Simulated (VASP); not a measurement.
Set up this calculation in VASP 6.6.1, as the native input.

* Task: single point
* Functional: PBE
* Potentials or basis: VASP PAW PBE potentials, release 64 (Ba_sv, Te)
* Cutoff: 520 eV
* k mesh: 4 × 4 × 4
* Occupations: gaussian, width 0.01 eV
* Spin: no spin polarisation
* Dipole correction: no
* Further INCAR settings: ALGO = Normal; EDIFF = 1e-06; NBANDS = 15

The structure of BaTe lies in POSCAR:

```
BaTe
1.0
    0.0510428811      3.5323793130      3.5323793130
    3.5323793130      0.0510428811      3.5323793130
    3.5834221941      3.5834221941      0.0000000000
Ba Te
1 1
Direct
    0.0000000000      0.0000000000      0.0000000000
    0.5000000000      0.5000000000      0.5000000000
```

This cell differs from its parent crystal: shear xy strain +2.9%.

One way to write it, as run:

INCAR

```
  PREC = Accurate
  ENCUT = 520
  EDIFF = 1E-6
  ISMEAR = 0
  SIGMA = 0.01
  LREAL = False
  LASPH = True
  NELM = 100
  ALGO = Normal
  ISIF = 2
  LWAVE = False
  LCHARG = False
  GGA = PE
  NBANDS = 15
```

KPOINTS

```
Automatic mesh
0
Gamma
  4 4 4
```

Potentials or basis: VASP PAW PBE potentials, release 64 (Ba_sv, Te).

Run with:

```sh
$ cat potpaw_PBE.64/Ba_sv/POTCAR potpaw_PBE.64/Te/POTCAR > POTCAR
$ mpirun -np 1 vasp_std > vasp.out
```

It gave:

The pressure is 0.3 GPa and the band gap on the k mesh is 1.52 eV (least direct gap 1.89 eV).

Caveat: the cell differs from its parent crystal (shear xy strain +2.9%); spin-orbit coupling is left out, which moves the levels of the heavy elements.

Wall time 18 s on 1 thread of Intel(R) Xeon(R) 6975P-C (Granite Rapids), on a shared host, peak memory 0.24 GiB.
